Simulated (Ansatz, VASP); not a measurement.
**One calculation of CuO, two programs**

The input INCAR:

```
PREC = Accurate
ENCUT = 520
EDIFF = 1E-8
ISMEAR = -1
SIGMA = 0.05
LREAL = F
LASPH = T
NELM = 60
ALGO = Normal
ISIF = 2
LWAVE = F
LCHARG = F
GGA = PE
LEFG = T
NBANDS = 16
```

The input KPOINTS:

```
Automatic mesh
0
Gamma
  10 10 10
```

Contents of POSCAR:

```
CuO
1.0
    0.0000000000      2.3272527300      2.3272527300
    2.3272527300      0.0000000000      2.3272527300
    2.3272527300      2.3272527300      0.0000000000
Cu O
1 1
Direct
    0.0000000000      0.0000000000      0.0000000000
    0.2500000000      0.2500000000      0.2500000000
```

Contents of input.yaml:

```yaml
crystal:
  lattice:
    - [0.0, 2.32725273, 2.32725273]
    - [2.32725273, 0.0, 2.32725273]
    - [2.32725273, 2.32725273, 0.0]
  atoms:
    - { symbol: Cu, position: [0.0, 0.0, 0.0] }
    - { symbol: O, position: [0.25, 0.25, 0.25] }
kpoints:
  mp_grid: { grid: [10, 10, 10] }
scf:
  occupations: { method: fermi_dirac, width: 0.05 }
hamiltonian:
  xc: pbe
  pseudopotentials: { kind: all_electron, datasets: crystal }
output:
  forces: true
  stress: true
  eigenvalues: true
  efg: {}
```

Alike in both runs: task electric field gradients; functional PBE; k mesh 10 × 10 × 10; occupations fermi-dirac, width 0.05 eV; no spin polarisation.

```csv
,VASP,Ansatz
version,VASP 6.6.1,Ansatz 0.2.0
potentials or method,"VASP PAW PBE potentials, release 64 (Cu, O), cutoff 520 eV",all-electron PAW datasets made for the crystal
```

```csv
,VASP,Ansatz,Ansatz less VASP
gap on the k mesh at the Fermi level (eV),none,none,-
pressure (GPa),-9.1,-9.5,-0.44
```

A gap of «none» marks a metal or a gap that the smearing closes. Ansatz ran all-electron here, and VASP with PAW potentials.
